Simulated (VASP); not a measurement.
# Hf3Re (Pm-3m) in VASP: further runs, part 2 of 2

VASP 6.6.1.

### 3 Relaxation of cell and atoms, PBE

This run uses another cell than the first one, of 17.85 Å³/atom, 0.897 times its volume.

INCAR

```
PREC = Accurate
ENCUT = 600
EDIFF = 1E-6
ISMEAR = 0
SIGMA = 0.1
LREAL = False
LASPH = True
NELM = 100
ALGO = Normal
ISIF = 3
LWAVE = False
LCHARG = False
GGA = PE
IBRION = 2
NSW = 90
EDIFFG = -0.04
```

KPOINTS

```
Automatic mesh
0
Gamma
  4 4 4
```

POSCAR

```
Hf3Re
1.0
    4.1485001448      0.0000000000      0.0000000000
    0.0000000000      4.1485001448      0.0000000000
    0.0000000000      0.0000000000      4.1485001448
Hf Re
3 1
Direct
    0.0000000000      0.5000000000      0.5000000000
    0.5000000000      0.0000000000      0.5000000000
    0.5000000000      0.5000000000      0.0000000000
    0.0000000000      0.0000000000      0.0000000000
```

Potentials or basis: VASP PAW PBE potentials, release 64 (Hf_pv, Re).

The run is started by

```console
$ cat potpaw_PBE.64/Hf_pv/POTCAR potpaw_PBE.64/Re/POTCAR > POTCAR
$ mpirun -np 1 vasp_std > vasp.out
```

OUTCAR:

```text
PREC = Accurate
   ENCUT = 600
   EDIFF = 1E-6
   ISMEAR = 0
   LREAL = False
   LASPH = True
   NELM = 100
   ISIF = 3
   GGA = PE
   IBRION = 2
   NSW = 90
   EDIFFG = -0.04

 ion  position               nearest neighbor table
   1  0.000  0.500  0.500-   2 2.93   3 2.93   4 2.93   3 2.93   4 2.93   2 2.93   4 2.93   4 2.93
                             2 2.93   3 2.93   3 2.93   2 2.93
   2  0.500  0.000  0.500-   1 2.93   3 2.93   4 2.93   3 2.93   4 2.93   1 2.93   3 2.93   3 2.93
                             1 2.93   4 2.93   4 2.93   1 2.93
   3  0.500  0.500  0.000-   1 2.93   2 2.93   4 2.93   1 2.93   2 2.93   2 2.93   4 2.93   2 2.93
                             1 2.93   4 2.93   1 2.93   4 2.93
   4  0.000  0.000  0.000-   1 2.93   2 2.93   3 2.93   1 2.93   2 2.93   1 2.93   3 2.93   1 2.93
                             2 2.93   3 2.93   2 2.93   3 2.93

  LATTYP: Found a simple cubic cell.
 ALAT       =     4.1485001448

  Lattice vectors:

 A1 = (   4.1485001448,   0.0000000000,   0.0000000000)
 A2 = (   0.0000000000,   4.1485001448,   0.0000000000)
 A3 = (   0.0000000000,   0.0000000000,   4.1485001448)

Analysis of symmetry for initial positions (statically):
=====================================================================
 Subroutine PRICEL returns:
 Original cell was already a primitive cell.

 Routine SETGRP: Setting up the symmetry group for a
 simple cubic supercell.

 Subroutine GETGRP returns: Found 48 space group operations
 (whereof 48 operations were pure point group operations)
 out of a pool of 48 trial point group operations.

The static configuration has the point symmetry O_h .

Analysis of symmetry for dynamics (positions and initial velocities):
=====================================================================
 Subroutine PRICEL returns:
 Original cell was already a primitive cell.

 Routine SETGRP: Setting up the symmetry group for a
 simple cubic supercell.

 Subroutine GETGRP returns: Found 48 space group operations
 (whereof 48 operations were pure point group operations)
 out of a pool of 48 trial point group operations.

The dynamic configuration has the point symmetry O_h .

 Subroutine INISYM returns: Found 48 space group operations
 (whereof 48 operations are pure point group operations),
 and found     1 'primitive' translations

----------------------------------------------------------------------------------------

                                     Primitive cell

  volume of cell :      71.3959

  direct lattice vectors                    reciprocal lattice vectors
     4.148500145  0.000000000  0.000000000     0.241050974  0.000000000  0.000000000
     0.000000000  4.148500145  0.000000000     0.000000000  0.241050974  0.000000000
     0.000000000  0.000000000  4.148500145     0.000000000  0.000000000  0.241050974

  length of vectors
     4.148500145  4.148500145  4.148500145     0.241050974  0.241050974  0.241050974

  position of ions in fractional coordinates (direct lattice)
     0.000000000  0.500000000  0.500000000
     0.500000000  0.000000000  0.500000000
     0.500000000  0.500000000  0.000000000
     0.000000000  0.000000000  0.000000000

  ion indices of the primitive-cell ions
   primitive index   ion index
                 1           1
                 2           2
                 3           3
                 4           4

----------------------------------------------------------------------------------------

 KPOINTS: Automatic mesh

Automatic generation of k-mesh.
 Grid dimensions read from file:
 generate k-points for:    4    4    4

 Generating k-lattice:

  Cartesian coordinates                     Fractional coordinates (reciprocal lattice)
     0.060262743  0.000000000  0.000000000     0.250000000  0.000000000  0.000000000
     0.000000000  0.060262743  0.000000000     0.000000000  0.250000000  0.000000000
     0.000000000  0.000000000  0.060262743     0.000000000  0.000000000  0.250000000

  Length of vectors
     0.060262743  0.060262743  0.060262743

  Shift w.r.t. Gamma in fractional coordinates (k-lattice)
     0.000000000  0.000000000  0.000000000

 Subroutine IBZKPT returns following result:
 ===========================================

 Found     10 irreducible k-points:

 Following reciprocal coordinates:
            Coordinates               Weight
  0.000000  0.000000  0.000000      1.000000
  0.250000  0.000000  0.000000      6.000000
  0.500000  0.000000  0.000000      3.000000
  0.250000  0.250000  0.000000     12.000000
  0.500000  0.250000  0.000000     12.000000
  0.500000  0.500000  0.000000      3.000000
  0.250000  0.250000  0.250000      8.000000
  0.500000  0.250000  0.250000     12.000000
  0.500000  0.500000  0.250000      6.000000
  0.500000  0.500000  0.500000      1.000000
   k-points           NKPTS =     10   k-points in BZ     NKDIM =     10   number of bands    NBANDS=     22
   number of dos      NEDOS =    301   number of ions     NIONS =      4
   total plane-waves  NPLWV =  46656
   dimension x,y,z NGX =    36 NGY =   36 NGZ =   36
   dimension x,y,z NGXF=    72 NGYF=   72 NGZF=   72
   ions per type =               3   1
   NGX,Y,Z   is equivalent  to a cutoff of  14.43, 14.43, 14.43 a.u.
   NGXF,Y,Z  is equivalent  to a cutoff of  28.85, 28.85, 28.85 a.u.
 SYSTEM =  unknown system
   PREC   = accura    normal or accurate (medium, high low for compatibility)
   ISTART =      0    job   : 0-new  1-cont  2-samecut
   ICHARG =      2    charge: 1-file 2-atom 10-const
   ISPIN  =      1    spin polarized calculation?
   LNONCOLLINEAR =      F non collinear calculations
   LSORBIT =      F    spin-orbit coupling
   LASPH  =      T    aspherical Exc in radial PAW
   ENCUT  =  600.0 eV  44.10 Ry    6.64 a.u.   8.29  8.29  8.29*2*pi/ulx,y,z
   NELM   =    100;   NELMIN=  2; NELMDL= -5     # of ELM steps
   EDIFF  = 0.1E-05   stopping-criterion for ELM
   LREAL  =      F    real-space projection
   EDIFFG = -.4E-01   stopping-criterion for IOM
   NSW    =     90    number of steps for IOM
   IBRION =      2    ionic relax: 0-MD 1-quasi-New 2-CG
   NFREE  =      1    steps in history (QN), initial steepest desc. (CG)
   ISIF   =      3    stress and relaxation
   ISYM   =      2    0-nonsym 1-usesym 2-fastsym
   POTIM  = 0.5000    time-step for ionic-motion
   TEBEG  =    0.0;   TEEND  =   0.0 temperature during run
   PSTRESS=    0.0 pullay stress
   NELECT =      37.0000    total number of electrons
   NUPDOWN=      -1.0000    fix difference up-down
   EMIN   =  10.00;   EMAX   =-10.00  energy-range for DOS
   EFERMI =   0.00;   METHOD = LEGACY
   ISMEAR =     0;   SIGMA  =   0.10  broadening in eV -4-tet -1-fermi 0-gaus
   EFERMI_NEDOS =   21; number of points for ismear=-14 and -15
   IALGO  =     38    algorithm
   IMIX   =      4    mixing-type and parameters
     AMIX     =   0.40;   BMIX     =  1.00
     AMIX_MAG =   1.60;   BMIX_MAG =  1.00
  volume/ion in A,a.u.               =      17.85       120.45
  Fermi-wavevector in a.u.,A,eV,Ry     =   1.314975  2.484943 23.526654  1.729160
  Thomas-Fermi vector in A             =   2.445191
   LORBIT       =      0    0 simple, 1 ext, 2 COOP (PROOUT), +10 PAW based schemes
   GGA     = PE    functional components
   LHFCALC =     F    Hartree Fock is set to
   AEXX    =    0.0000 exact exchange contribution
   IVDW    =     0    specifies the selected vdW correction
   LEPSILON=     F    determine dielectric tensor
   LRPA    =     F    only Hartree local field effects (RPA)
 conjugate gradient relaxation of ions
 non-spin polarized calculation
 Gauss-broadening in eV      SIGMA  =   0.10
  energy-cutoff  :      600.00
  volume of cell :       71.40
 maximum number of plane-waves:      2409
 NGX is ok and might be reduce to    36
   NGX = 17   NGY = 17   NGZ = 17

--------------------------------------- Ionic step        1  -------------------------------------------

 number of electron      37.0000004 magnetization

 Free energy of the ion-electron system (eV)
  ---------------------------------------------------
  ext. energy  EPLUGINS =         0.00000000
  ---------------------------------------------------
  free energy    TOTEN  =       -41.32230996 eV

  energy without entropy =      -41.30492896  energy(sigma->0) =      -41.31361946

------------------------ aborting loop because EDIFF is reached ----------------------------------------

  FORCE on cell =-STRESS in cart. coord.  units (eV):
  Direction    XX          YY          ZZ          XY          YZ          ZX
  --------------------------------------------------------------------------------------
  -------------------------------------------------------------------------------------
  Total        8.4798221      8.4798221      8.4798221      0.0000000      0.0000000      0.0000000
  in kB      190.2935188    190.2935188    190.2935188      0.0000000      0.0000000      0.0000000
  external PRESSURE =     190.2935188 kB  Pullay stress =       0.0000000 kB
[... 99 lines left out ...]
  energy  without entropy=      -41.7294662835  energy(sigma->0) =      -41.73895993

--------------------------------------- Ionic step        4  -------------------------------------------

 number of electron      36.9999993 magnetization

 Free energy of the ion-electron system (eV)
  ---------------------------------------------------
  ext. energy  EPLUGINS =         0.00000000
  ---------------------------------------------------
  free energy    TOTEN  =       -41.74987074 eV

  energy without entropy =      -41.73153963  energy(sigma->0) =      -41.74070519

 E-fermi :   5.4250     XC(G=0): -11.9064

 val. band max:        5.3797325721   @ k =   0.2500   0.0000   0.0000
 cond. band min:       5.5068684003   @ k =   0.2500   0.2500   0.2500
 fundamental gap:      0.1271358281
 Fermi energy:         5.4250271249

 k-point     1 :       0.0000    0.0000    0.0000
  band No.  band energies     occupation
      1     -25.2751      2.00000
      2     -25.2751      2.00000
      3     -25.2751      2.00000
      4     -24.7635      2.00000
      5     -24.7635      2.00000
      6     -24.7635      2.00000
[... 270 lines left out ...]
  FREE ENERGIE OF THE ION-ELECTRON SYSTEM (eV)
  ---------------------------------------------------
  free  energy   TOTEN  =       -41.7498707409 eV

  energy  without entropy=      -41.7315396339  energy(sigma->0) =      -41.74070519

 reached required accuracy - stopping structural energy minimisation
```

OSZICAR:

```text
N       E                     dE             d eps       ncg     rms          rms(c)
DAV:   1     0.156756191169E+03    0.15676E+03   -0.22107E+04   680   0.191E+03
DAV:   2    -0.323994969970E+02   -0.18916E+03   -0.18571E+03   728   0.553E+02
DAV:   3    -0.422283543528E+02   -0.98289E+01   -0.95050E+01   754   0.770E+01
[... 40 lines left out ...]
DAV:   3    -0.417504757388E+02    0.80328E-03   -0.70638E-03   748   0.843E-01    0.290E-01
DAV:   4    -0.417499749241E+02    0.50081E-03   -0.38979E-03   764   0.788E-01    0.141E-01
DAV:   5    -0.417498695415E+02    0.10538E-03   -0.42063E-04   744   0.180E-01    0.755E-02
DAV:   6    -0.417498705296E+02   -0.98804E-06   -0.55341E-05   712   0.536E-02    0.177E-02
DAV:   7    -0.417498707409E+02   -0.21133E-06   -0.17544E-06   290   0.222E-02
   4 F= -.41749871E+02 E0= -.41740705E+02  d E =-.427561E+00
```

Run time: 1.9 min. Hardware: 1 thread of Intel Xeon Platinum 8259CL at 2.50GHz (Skylake/Cascade Lake), shared host; peak memory 0.22 GiB.

Results:

```
Free energy                            : -41.7499 eV
Relaxed volume                         : 19.83 Å³/atom
Relaxed cell                           : a = 4.296 Å, b = 4.296 Å, c = 4.296 Å, α = 90.00°, β = 90.00°, γ = 90.00°
Space group after relaxing (to 0.05 Å) : Pm-3m (No. 221)
Energy gained by relaxing              : 106.9 meV/atom
Ionic steps                            : 4
Pressure after relaxing                : -0.1 GPa
```

Step by step:
```tsv
step	energy change (eV)	largest force (eV/Å)	pressure (GPa)	volume (Å³)
1	0.0000	0.0000	19.03	71.40
2	0.6969	0.0000	-18.88	95.62
3	-0.4261	0.0000	-0.93	79.75
4	-0.4276	0.0000	-0.09	79.30
```

Final structure:
```
Hf Re
1.0
     4.29632    0.00000    0.00000
     0.00000    4.29632    0.00000
     0.00000    0.00000    4.29632
Hf Re
3 1
Cartesian
  0.0000 2.1482 2.1482
  2.1482 0.0000 2.1482
  2.1482 2.1482 0.0000
  0.0000 0.0000 0.0000
```

Caveat: the k points lie up to 0.37 Å⁻¹ apart in the final cell; spin-orbit coupling is left out, which moves the levels of the heavy elements.
